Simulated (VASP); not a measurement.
# Al (P6_3/mmc) in VASP: settings compared

The runs below take Al through relaxation of cell and atoms, with BLYP+D3(BJ), PBEsol+D3(BJ), r2SCAN+D4.

Everything below comes from runs of VASP 6.6.1. Logs are shortened: lines on timing, memory, paths and dates and some standing lists are left out, and cuts for length are marked.

### Step 1. The cell of the first run

The structure is hexagonal, space group P6_3/mmc (No. 194). Conventional cell: a = 2.812 Å, b = 2.812 Å, c = 4.867 Å, α = 90.00°, β = 90.00°, γ = 120.00°. Al (site symmetry -6m2) has 12 Al at 2.81 to 2.93 Å within 3.7 Å.

### Step 2. Relaxation of cell and atoms, BLYP+D3(BJ)

Contents of INCAR:

```
AGGAC = 1.0 ; AGGAX = 1.0
ALDAC = 0.0 ; ALDAX = 1.0
ALGO = Normal ; EDIFF = 1E-6
EDIFFG = -0.01 ; ENCUT = 600
GGA = B5 ; IBRION = 2
ISIF = 3 ; ISMEAR = -1
IVDW = 12 ; LASPH = T
LCHARG = F ; LREAL = F
LWAVE = F ; NELM = 100
NSW = 80 ; PREC = Accurate
SIGMA = 0.3 ; VDW_A1 = 0.4298
VDW_A2 = 4.2359 ; VDW_S6 = 1.0
VDW_S8 = 2.6996
```

Contents of KPOINTS:

```
k-points
0
Gamma
  7 7 4
```

Contents of POSCAR:

```
Al
1.0
    2.8124553500      0.0000000000      0.0000000000
   -1.4062276800      2.4356577800      0.0000000000
    0.0000000000      0.0000000000      4.8668500000
Al
2
Direct
    0.6666666700      0.3333333300      0.7500000000
    0.3333333300      0.6666666700      0.2500000000
```

Potentials or basis: VASP PAW PBE potentials, release 64 (Al).

Started as:

```bash
> cat potpaw_PBE.64/Al/POTCAR > POTCAR
> mpirun -np 1 vasp_std > vasp.out
```

OUTCAR:

```text
EDIFF = 1E-6
   EDIFFG = -0.01
   ENCUT = 600
   GGA = B5
   IBRION = 2
   ISIF = 3
   ISMEAR = -1
   IVDW = 12
   LASPH = T
   LREAL = F
   NELM = 100
   NSW = 80
   PREC = Accurate
 IVDW          = 12

 ion  position               nearest neighbor table
   1  0.667  0.333  0.750-   2 2.93   2 2.93   2 2.93   2 2.93   2 2.93   2 2.93
   2  0.333  0.667  0.250-   1 2.93   1 2.93   1 2.93   1 2.93   1 2.93   1 2.93

  LATTYP: Found a hexagonal cell.
 ALAT       =     2.8124553500
 C/A-ratio  =     1.7304630276

  Lattice vectors:

 A1 = (   2.8124553500,   0.0000000000,   0.0000000000)
 A2 = (  -1.4062276800,   2.4356577800,   0.0000000000)
 A3 = (   0.0000000000,   0.0000000000,   4.8668500000)

Analysis of symmetry for initial positions (statically):
=====================================================================
 Subroutine PRICEL returns:
 Original cell was already a primitive cell.

 Routine SETGRP: Setting up the symmetry group for a
 hexagonal supercell.

 Subroutine GETGRP returns: Found 24 space group operations
 (whereof 12 operations were pure point group operations)
 out of a pool of 24 trial point group operations.

The static configuration has the point symmetry D_3d.
 The point group associated with its full space group is D_6h.

Analysis of symmetry for dynamics (positions and initial velocities):
=====================================================================
 Subroutine PRICEL returns:
 Original cell was already a primitive cell.

 Routine SETGRP: Setting up the symmetry group for a
 hexagonal supercell.

 Subroutine GETGRP returns: Found 24 space group operations
 (whereof 12 operations were pure point group operations)
 out of a pool of 24 trial point group operations.

The dynamic configuration has the point symmetry D_3d.
 The point group associated with its full space group is D_6h.

 Subroutine INISYM returns: Found 24 space group operations
 (whereof 12 operations are pure point group operations),
 and found     1 'primitive' translations

----------------------------------------------------------------------------------------

                                     Primitive cell

  volume of cell :      33.3388

  direct lattice vectors                    reciprocal lattice vectors
     2.812455350  0.000000000  0.000000000     0.355561200  0.205283355  0.000000000
    -1.406227680  2.435657780  0.000000000     0.000000000  0.410566709  0.000000000
     0.000000000  0.000000000  4.866850000     0.000000000  0.000000000  0.205471712

  length of vectors
     2.812455350  2.812455352  4.866850000     0.410566710  0.410566709  0.205471712

  position of ions in fractional coordinates (direct lattice)
     0.666666670  0.333333330  0.750000000
     0.333333330  0.666666670  0.250000000

  ion indices of the primitive-cell ions
   primitive index   ion index
                 1           1
                 2           2

----------------------------------------------------------------------------------------

 KPOINTS: k-points

Automatic generation of k-mesh.
 Grid dimensions read from file:
 generate k-points for:    7    7    4

 Generating k-lattice:

  Cartesian coordinates                     Fractional coordinates (reciprocal lattice)
     0.050794457  0.029326194  0.000000000     0.142857143  0.000000000  0.000000000
     0.000000000  0.058652387  0.000000000     0.000000000  0.142857143  0.000000000
     0.000000000  0.000000000  0.051367928     0.000000000  0.000000000  0.250000000

  Length of vectors
     0.058652387  0.058652387  0.051367928

  Shift w.r.t. Gamma in fractional coordinates (k-lattice)
     0.000000000  0.000000000  0.000000000

 Subroutine IBZKPT returns following result:
 ===========================================

 Found     24 irreducible k-points:

 Following reciprocal coordinates:
            Coordinates               Weight
  0.000000  0.000000  0.000000      1.000000
  0.142857  0.000000  0.000000      6.000000
  0.285714  0.000000  0.000000      6.000000
  0.428571 -0.000000  0.000000      6.000000
  0.142857  0.142857  0.000000      6.000000
  0.285714  0.142857  0.000000     12.000000
[... 16 lines left out ...]
  0.428571  0.142857  0.500000      6.000000
  0.285714  0.285714  0.500000      6.000000
   k-points           NKPTS =     24   k-points in BZ     NKDIM =     24   number of bands    NBANDS=      7
   number of dos      NEDOS =    301   number of ions     NIONS =      2
   total plane-waves  NPLWV =  23040
   dimension x,y,z NGX =    24 NGY =   24 NGZ =   40
   dimension x,y,z NGXF=    48 NGYF=   48 NGZF=   80
   ions per type =               2
   NGX,Y,Z   is equivalent  to a cutoff of  14.19, 14.19, 13.66 a.u.
   NGXF,Y,Z  is equivalent  to a cutoff of  28.37, 28.37, 27.33 a.u.
 SYSTEM =  unknown system
   PREC   = accura    normal or accurate (medium, high low for compatibility)
   ISTART =      0    job   : 0-new  1-cont  2-samecut
   ICHARG =      2    charge: 1-file 2-atom 10-const
   ISPIN  =      1    spin polarized calculation?
   LNONCOLLINEAR =      F non collinear calculations
   LSORBIT =      F    spin-orbit coupling
   LASPH  =      T    aspherical Exc in radial PAW
   ENCUT  =  600.0 eV  44.10 Ry    6.64 a.u.   5.62  5.62  9.72*2*pi/ulx,y,z
   NELM   =    100;   NELMIN=  2; NELMDL= -5     # of ELM steps
   EDIFF  = 0.1E-05   stopping-criterion for ELM
   LREAL  =      F    real-space projection
   EDIFFG = -.1E-01   stopping-criterion for IOM
   NSW    =     80    number of steps for IOM
   IBRION =      2    ionic relax: 0-MD 1-quasi-New 2-CG
   NFREE  =      1    steps in history (QN), initial steepest desc. (CG)
   ISIF   =      3    stress and relaxation
   ISYM   =      2    0-nonsym 1-usesym 2-fastsym
   POTIM  = 0.5000    time-step for ionic-motion
   TEBEG  =    0.0;   TEEND  =   0.0 temperature during run
   PSTRESS=    0.0 pullay stress
   NELECT =       6.0000    total number of electrons
   NUPDOWN=      -1.0000    fix difference up-down
   EMIN   =  10.00;   EMAX   =-10.00  energy-range for DOS
   EFERMI =   0.00;   METHOD = LEGACY
   ISMEAR =    -1;   SIGMA  =   0.30  broadening in eV -4-tet -1-fermi 0-gaus
   EFERMI_NEDOS =   21; number of points for ismear=-14 and -15
   IALGO  =     38    algorithm
   IMIX   =      4    mixing-type and parameters
     AMIX     =   0.40;   BMIX     =  1.00
     AMIX_MAG =   1.60;   BMIX_MAG =  1.00
  volume/ion in A,a.u.               =      16.67       112.49
  Fermi-wavevector in a.u.,A,eV,Ry     =   0.924291  1.746656 11.623640  0.854313
  Thomas-Fermi vector in A             =   2.050021
   LORBIT       =      0    0 simple, 1 ext, 2 COOP (PROOUT), +10 PAW based schemes
   GGA     = B5    functional components
   LHFCALC =     F    Hartree Fock is set to
   AEXX    =    0.0000 exact exchange contribution
   IVDW    =    12    specifies the selected vdW correction
   LEPSILON=     F    determine dielectric tensor
   LRPA    =     F    only Hartree local field effects (RPA)
 conjugate gradient relaxation of ions
 non-spin polarized calculation
  energy-cutoff  :      600.00
  volume of cell :       33.34
 maximum number of plane-waves:      1136
 NGX is ok and might be reduce to    24
   NGX = 11   NGY = 11   NGZ = 19

--------------------------------------- Ionic step        1  -------------------------------------------

 number of electron       6.0000000 magnetization

 Free energy of the ion-electron system (eV)
  ---------------------------------------------------
  ext. energy  EPLUGINS =         0.00000000
  ---------------------------------------------------
  free energy    TOTEN  =        -5.44636969 eV

  energy without entropy =       -5.19015504  energy(sigma->0) =       -5.31826237

------------------------ aborting loop because EDIFF is reached ----------------------------------------

 Edisp (eV)   -1.53419

 E8    (eV) :    -1.1407

  FORCE on cell =-STRESS in cart. coord.  units (eV):
  Direction    XX          YY          ZZ          XY          YZ          ZX
  --------------------------------------------------------------------------------------
  -------------------------------------------------------------------------------------
  Total      -0.56833    -0.56833    -0.94945     0.00000     0.00000     0.00000
  in kB     -27.31235   -27.31235   -45.62795     0.00000     0.00000     0.00000
  external pressure =      -33.42 kB  Pullay stress =        0.00 kB

 VOLUME and BASIS-vectors are now :
 -----------------------------------------------------------------------------
  energy-cutoff  :      600.00
  volume of cell :       33.34
      direct lattice vectors                 reciprocal lattice vectors
     2.812455350  0.000000000  0.000000000     0.355561200  0.205283355  0.000000000
    -1.406227680  2.435657780  0.000000000     0.000000000  0.410566709  0.000000000
     0.000000000  0.000000000  4.866850000     0.000000000  0.000000000  0.205471712
[... 241 lines left out ...]
 POSITION                                       TOTAL-FORCE (eV/Angst)
 -----------------------------------------------------------------------------------
      1.41438      0.81659      3.44051        -0.000000      0.000000      0.000000
     -0.00000      1.63319      1.14684         0.000000     -0.000000     -0.000000
 -----------------------------------------------------------------------------------
    total drift:                                0.000000     -0.000000     -0.000000

  FREE ENERGIE OF THE ION-ELECTRON SYSTEM (eV)
  ---------------------------------------------------
  free  energy   TOTEN  =        -7.0090076002 eV

  energy  without entropy=       -6.7747369773  energy(sigma->0) =       -6.89187229

--------------------------------------- Ionic step        8  -------------------------------------------

 number of electron       6.0000000 magnetization

 Free energy of the ion-electron system (eV)
  ---------------------------------------------------
  ext. energy  EPLUGINS =         0.00000000
  ---------------------------------------------------
  free energy    TOTEN  =        -5.39052310 eV

  energy without entropy =       -5.15673850  energy(sigma->0) =       -5.27363080

 E-fermi :   8.8535     XC(G=0):  -9.8279

 val. band max:        8.5791283962   @ k =   0.1429   0.0000   0.2500
 cond. band min:       8.9156636673   @ k =   0.2857   0.2857   0.5000
 fundamental gap:      0.3365352711
 Fermi energy:         8.8534882547

 k-point     1 :       0.0000    0.0000    0.0000
  band No.  band energies     occupation
      1      -2.4894      2.00000
      2       4.2729      2.00000
      3       4.5008      2.00000
      4      19.5890      0.00000
      5      19.5890      0.00000
      6      20.0497      0.00000
      7      20.0497      0.00000

 k-point     2 :       0.1429    0.0000    0.0000
  band No.  band energies     occupation
      1      -1.9863      2.00000
      2       4.7377      2.00000
      3       4.9902      1.99999
      4      14.7703      0.00000
      5      17.2272      0.00000
      6      18.6402      0.00000
      7      20.9943      0.00000
[... 244 lines left out ...]
 POSITION                                       TOTAL-FORCE (eV/Angst)
 -----------------------------------------------------------------------------------
      1.41213      0.81530      3.43637         0.000000     -0.000000     -0.000000
     -0.00000      1.63059      1.14546        -0.000000      0.000000      0.000000
 -----------------------------------------------------------------------------------
    total drift:                                0.000000     -0.000000     -0.000000

  FREE ENERGIE OF THE ION-ELECTRON SYSTEM (eV)
  ---------------------------------------------------
  free  energy   TOTEN  =        -7.0091453594 eV

  energy  without entropy=       -6.7753607651  energy(sigma->0) =       -6.89225306

 reached required accuracy - stopping structural energy minimisation
```

Run time: 65 s. Hardware: 1 thread of AMD EPYC 9R45 (Zen 5), shared host; peak memory 0.12 GiB.

What came out:

| Property | Result |
| --- | --- |
| Free energy | -7.0091 eV |
| Relaxed volume | 15.83 Å³/atom |
| Relaxed cell | a = 2.824 Å, b = 2.824 Å, c = 4.582 Å, α = 90.00°, β = 90.00°, γ = 120.00° |
| Space group after relaxing (to 0.05 Å) | P6_3/mmc (No. 194) |
| Energy gained by relaxing | 14.3 meV/atom |
| Ionic steps | 8 |
| Pressure after relaxing | 0.0 GPa |
| Band gap on the k mesh | zero (band 3 reaches 13.33 eV, above the bottom of band 4 at 6.00 eV) |
| Dispersion energy per atom | -0.809 eV |

Step by step:
| step | energy change (eV) | largest force (eV/Å) | pressure (GPa) | volume (Å³) |
| --- | --- | --- | --- | --- |
| 1 | 0.0000 | 0.0000 | -3.34 | 33.34 |
| 2 | -0.0210 | 0.0000 | -0.11 | 31.69 |
| 3 | -0.0212 | 0.0000 | 0.23 | 31.54 |
| 4 | -0.0237 | 0.0000 | 0.21 | 31.53 |
| 5 | -0.0280 | 0.0000 | 0.27 | 31.51 |
| 6 | -0.0284 | 0.0000 | 0.35 | 31.49 |
| 7 | -0.0284 | 0.0000 | -0.32 | 31.79 |
| 8 | -0.0286 | 0.0000 | -0.01 | 31.65 |

Final structure:
```yaml
crystal:
  lattice:
    - [2.82427, 0.00000, 0.00000]
    - [-1.41213, 2.44589, 0.00000]
    - [0.00000, 0.00000, 4.58183]
  atoms:
    - { symbol: Al, position: [0.66667, 0.33333, 0.75000] }
    - { symbol: Al, position: [0.33333, 0.66667, 0.25000] }
```

Caveat: the k points lie up to 0.37 Å⁻¹ apart in the final cell; the PAW data sets were made with another functional, which shifts forces and pressure a little; pairwise dispersion overbinds metals, which lowers pressure and volume.

### Step 3. Relaxation of cell and atoms, PBEsol+D3(BJ)

Contents of INCAR:

```
SYSTEM = Al
ALGO     = Normal         ! electronic algorithm
EDIFF    = 1E-6           ! SCF threshold, eV
EDIFFG   = -0.01          ! ionic threshold
ENCUT    = 600            ! plane-wave cutoff, eV
GGA      = PS             ! functional
IBRION   = 2              ! ionic algorithm
ISIF     = 3              ! what is computed and relaxed
ISMEAR   = -1             ! smearing method
IVDW     = 12             ! dispersion correction
LASPH    = .True.         ! aspherical terms in the spheres
LCHARG   = .False.        ! write CHGCAR
LREAL    = .False.        ! projectors in reciprocal space
LWAVE    = .False.        ! write WAVECAR
NELM     = 60             ! most SCF steps
NSW      = 80             ! ionic steps
PREC     = Accurate       ! precision mode
SIGMA    = 0.3            ! smearing width, eV
```

Contents of KPOINTS:

```
k-points
0
Gamma
  7 7 4
  0 0 0
```

POSCAR is that of step 2.

Potentials or basis: VASP PAW PBE potentials, release 64 (Al).

Started as:

```bash
> cat potpaw_PBE.64/Al/POTCAR > POTCAR
> mpirun -np 1 vasp_std > vasp.out
```

It took 23 s on 1 thread of AMD EPYC 9R45 (Zen 5), shared host; peak memory 0.13 GiB.

It converged, with:

| Item | Value |
| --- | --- |
| Free energy | -8.8959 eV |
| Relaxed volume | 15.82 Å³/atom |
| Relaxed cell | a = 2.822 Å, b = 2.822 Å, c = 4.586 Å, α = 90.00°, β = 90.00°, γ = 120.00° |
| Space group after relaxing (to 0.05 Å) | P6_3/mmc (No. 194) |
| Energy gained by relaxing | 19.0 meV/atom |
| Ionic steps | 8 |
| Pressure after relaxing | 0.0 GPa |
| Band gap on the k mesh | zero (band 3 reaches 12.80 eV, above the bottom of band 4 at 5.48 eV) |
| Dispersion energy per atom | -0.331 eV |

Step by step:
```csv
step,energy change (eV),largest force (eV/Å),pressure (GPa),volume (Å³)
1,0.0000,0.0000,-3.92,33.34
2,-0.0283,0.0000,0.63,31.41
3,-0.0283,0.0000,0.56,31.44
4,-0.0337,0.0000,0.43,31.46
5,-0.0378,0.0000,0.38,31.49
6,-0.0378,0.0000,0.39,31.49
7,-0.0379,0.0000,-0.26,31.73
8,-0.0380,0.0000,0.01,31.63
```

Final structure:
```xyz
2
Lattice="2.8222 0.0000 0.0000 -1.4111 2.4441 0.0000 0.0000 0.0000 4.5857" Properties=species:S:1:pos:R:3 pbc="T T T"
Al    1.4111    0.8147    3.4393
Al    0.0000    1.6294    1.1464
```

Levels at points of the mesh, in eV from the Fermi level:
```
           k point  band 1  band 2  band 3  band 4  band 5  band 6
(0.00, 0.00, 0.00)  -11.37   -4.68   -4.32   10.88   10.88   11.19
(0.00, 0.00, 0.50)   -9.62   -9.62    3.68    3.68   12.06   12.06
```

Caveat: the k points lie up to 0.37 Å⁻¹ apart in the final cell; the PAW data sets were made with another functional, which shifts forces and pressure a little; pairwise dispersion overbinds metals, which lowers pressure and volume.

[end of part 1 of 2]
